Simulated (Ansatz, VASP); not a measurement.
One calculation of SnSe, two programs

Contents of INCAR:

```
SYSTEM = SnSe
ALGO = Normal
EDIFF = 1E-6
ENCUT = 520
GGA = PS
ISIF = 2
ISMEAR = -1
LASPH = .True.
LCHARG = .False.
LREAL = .False.
LWAVE = .False.
NBANDS = 17
NELM = 100
PREC = Accurate
SIGMA = 0.08
```

KPOINTS

```
k-points
0
Gamma
  12 12 12
  0 0 0
```

File POSCAR:

```
SnSe
1.0
    0.0000000000      3.2578322384      3.2578322384
    3.2578322384      0.0000000000      3.2578322384
    3.2578322384      3.2578322384      0.0000000000
Sn Se
1 1
Direct
    0.0000000000      0.0000000000      0.0000000000
    0.2500000000      0.2500000000      0.2500000000
```

Input for Ansatz:

```yaml
crystal:
  lattice:
    - [0.0, 3.2578322384, 3.2578322384]
    - [3.2578322384, 0.0, 3.2578322384]
    - [3.2578322384, 3.2578322384, 0.0]
  atoms:
    - { symbol: Sn, position: [0.0, 0.0, 0.0] }
    - { symbol: Se, position: [0.25, 0.25, 0.25] }
kpoints:
  mp_grid: { grid: [12, 12, 12] }
scf:
  occupations: { method: fermi_dirac, width: 0.08 }
hamiltonian:
  xc: pbesol
  pseudopotentials: { kind: all_electron, lapw: { basis_error: 0.001 } }
output:
  forces: true
  stress: true
  eigenvalues: true
  populations: true
```

Change from the starting cell: volume scaled by 0.94, LAPW.

Alike in both runs: task single point; functional PBEsol; k mesh 12 × 12 × 12; occupations fermi-dirac, width 0.08 eV; no spin polarisation.

|  | VASP | Ansatz |
| --- | --- | --- |
| version | VASP 6.6.1 | Ansatz 0.2.0 |
| potentials or method | VASP PAW PBE potentials, release 64 (Sn_d, Se), cutoff 520 eV | all-electron LAPW, scalar-relativistic |

```tsv
	VASP	Ansatz	Ansatz less VASP
pressure (GPa)	2.2	2.2	-0.01
```

VASP's potentials were made for PBE, not for PBEsol. Ansatz ran all-electron here, and VASP with PAW potentials.
